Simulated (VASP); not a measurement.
Wanted: the native input for a VASP 6.6.1 run.

| Item | Value |
| --- | --- |
| Task | relaxation of cell and atoms |
| Functional | LDA |
| Potentials or basis | VASP PAW LDA potentials, release 64 (Ta_pv) |
| Cutoff | 600 eV |
| k mesh | 16 × 16 × 16 |
| Occupations | gaussian, width 0.1 eV |
| Spin | no spin polarisation |
| Dipole correction | no |
| Further INCAR settings | ALGO = Normal; EDIFF = 1e-06; IBRION = 2; EDIFFG = -0.002; NSW = 100; ISIF = 3 |

The structure of Ta lies in POSCAR:

```
Ta
1.0
   -1.6234893960      1.6234893960      1.6234893960
    1.6234893960     -1.6234893960      1.6234893960
    1.6234893960      1.6234893960     -1.6234893960
Ta
1
Direct
    0.0000000000      0.0000000000      0.0000000000
```

These files were run (other wordings do the same):

INCAR

```
SYSTEM = Ta
  PREC = Accurate
  ENCUT = 600
  EDIFF = 1E-6
  ISMEAR = 0
  SIGMA = 0.1
  LREAL = .FALSE.
  LASPH = .TRUE.
  NELM = 100
  ALGO = Normal
  ISIF = 3
  LWAVE = .FALSE.
  LCHARG = .FALSE.
  GGA = CA
  IBRION = 2
  NSW = 100
  EDIFFG = -0.002
```

KPOINTS

```
Automatic mesh
0
G
  16 16 16
  0 0 0
```

Potentials or basis: VASP PAW LDA potentials, release 64 (Ta_pv).

Run with:

```bash
$ cat potpaw_LDA.64/Ta_pv/POTCAR > POTCAR
$ mpirun -np 1 vasp_std > vasp.out
```

Results of the run:

The relaxed volume is 17.28 Å³/atom and the relaxed cell is a = 2.821 Å, b = 2.821 Å, c = 2.821 Å, α = 109.47°, β = 109.47°, γ = 109.47°. The space group after relaxing (to 0.05 Å) is Im-3m (No. 229), the energy gained by relaxing is 1.0 meV/atom and the ionic steps are 3. The pressure after relaxing is 0.0 GPa.

It took 34 s on 1 thread of Intel(R) Xeon(R) Platinum 8488C (Sapphire Rapids), on a shared host, peak memory 0.16 GiB.
